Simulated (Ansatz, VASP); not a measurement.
Two plane-wave programs on CsH

File INCAR:

```
PREC     = Accurate       # precision mode
ENCUT    = 520            # plane-wave cutoff, eV
EDIFF    = 1E-6           # SCF threshold, eV
ISMEAR   = 0              # smearing method
SIGMA    = 0.02           # smearing width, eV
LREAL    = False          # projectors in reciprocal space
LASPH    = True           # aspherical terms in the spheres
NELM     = 80             # most SCF steps
ALGO     = Normal         # electronic algorithm
ISIF     = 2              # what is computed and relaxed
LWAVE    = False          # write WAVECAR
LCHARG   = True           # write CHGCAR
GGA      = CA             # functional
LELF     = True           # ELF
LVHAR    = True         
NBANDS   = 12             # bands
```

File KPOINTS:

```
regular mesh
0
Gamma
  8 8 8
```

File POSCAR:

```
CsH
1.0
    0.0000000000      3.1109592711      3.1109592711
    3.1109592711      0.0000000000      3.1109592711
    3.1109592711      3.1109592711      0.0000000000
Cs H
1 1
Direct
    0.0000000000      0.0000000000      0.0000000000
    0.5000000000      0.5000000000      0.5000000000
```

Input for Ansatz:

```yaml
crystal:
  lattice:
    - [0.0, 3.1109592711, 3.1109592711]
    - [3.1109592711, 0.0, 3.1109592711]
    - [3.1109592711, 3.1109592711, 0.0]
  atoms:
    - { symbol: Cs, position: [0.0, 0.0, 0.0] }
    - { symbol: H, position: [0.5, 0.5, 0.5] }
basis:
  ecutwfc: 420
kpoints:
  mp_grid: { grid: [8, 8, 8] }
hamiltonian:
  xc: lda
scf:
  occupations: { method: gaussian, width: 0.02 }
output:
  forces: true
  stress: true
  eigenvalues: true
```

Alike in both runs: task single point; functional LDA; k mesh 8 × 8 × 8; occupations gaussian, width 0.02 eV; no spin polarisation.

|  | VASP | Ansatz |
| --- | --- | --- |
| version | VASP 6.6.1 | Ansatz 0.2.0 |
| potentials or method | VASP PAW LDA potentials, release 64 (Cs_sv, H), cutoff 520 eV | scalar-relativistic, plane waves, PAW |
| valence electrons in the cell | 10 | 10 |

```csv
,VASP,Ansatz,Ansatz less VASP
gap on the k mesh at the Fermi level (eV),1.83,1.85,+0.022
least direct gap on the mesh (eV),1.83,1.85,+0.022
pressure (GPa),-0.6,-0.6,-0.04
```

LDA's correlation is that of Perdew and Zunger in VASP and of Perdew and Wang (1992) in Ansatz.

Neither program's run includes spin-orbit coupling.
